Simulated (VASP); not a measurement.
A run of VASP 6.6.1 is set up as follows.

INCAR

```
SYSTEM = Al4N5
ALGO = Normal
DIPOL = 0.5 0.5 0.370
EDIFF = 1E-6
ENCUT = 520
GGA = PE
IDIPOL = 3
ISIF = 2
ISMEAR = 0
ISPIN = 2
LASPH = .True.
LCHARG = .False.
LDIPOL = .True.
LORBIT = 11
LREAL = .False.
LWAVE = .False.
MAGMOM = 0 0 0 0 3 0 0 0 0
NBANDS = 32
NELM = 150
PREC = Accurate
SIGMA = 0.05
```

The input KPOINTS:

```
k-points
0
Gamma
  9 9 1
  0 0 0
```

POSCAR

```
Al4N5
1.0
    3.1297683446      0.0000000000      0.0000000000
   -1.5648841723      2.7104588944      0.0000000000
    0.0000000000      0.0000000000     23.5622383296
N Al
5 4
Direct
    0.3333333333      0.6666666667      0.1697631585
    0.6666666667      0.3333333333      0.2762323142
    0.3333333333      0.6666666667      0.3850947236
    0.6666666667      0.3333333333      0.4903953008
    0.3333333333      0.8333333333      0.5913372883
    0.6666666667      0.3333333333      0.1949871942
    0.3333333333      0.6666666667      0.3014563499
    0.6666666667      0.3333333333      0.4056970604
    0.3333333333      0.6666666667      0.5119309193
```

Potentials or basis: VASP PAW PBE potentials, release 64 (N, Al).

Command:

```sh
$ cat potpaw_PBE.64/N/POTCAR potpaw_PBE.64/Al/POTCAR > POTCAR
$ mpirun -np 1 vasp_std > vasp.out
```

(1) What does it give for the largest force?

(2) Predict the net moment.

Results:

(1) 2.283 eV/Å.

(2) 2.43 μB per cell.
